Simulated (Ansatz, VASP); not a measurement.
## One calculation of Ir, two programs

```
CELL_PARAMETERS angstrom
0.00000 1.90682 1.90682
1.90682 0.00000 1.90682
1.90682 1.90682 0.00000
ATOMIC_POSITIONS crystal
Ir 0.00000 0.00000 0.00000
```

Change from the starting cell: volume scaled by 0.98, crystal datasets.

Alike in both runs: task electric field gradients; functional PBEsol; k mesh 15 × 15 × 15; occupations fermi-dirac, width 0.05 eV; no spin polarisation.

|  | VASP | Ansatz |
| --- | --- | --- |
| version | VASP 6.6.1 | Ansatz 0.2.0 |
| potentials or method | VASP PAW PBE potentials, release 64 (Ir), cutoff 400 eV | all-electron PAW with datasets made for the crystal, scalar-relativistic |

```tsv
	VASP	Ansatz	Ansatz less VASP
pressure (GPa)	6.3	5.1	-1.21
```

VASP's potentials were made for PBE, not for PBEsol. Ansatz ran all-electron here, and VASP with PAW potentials.

Spin-orbit coupling is off throughout.
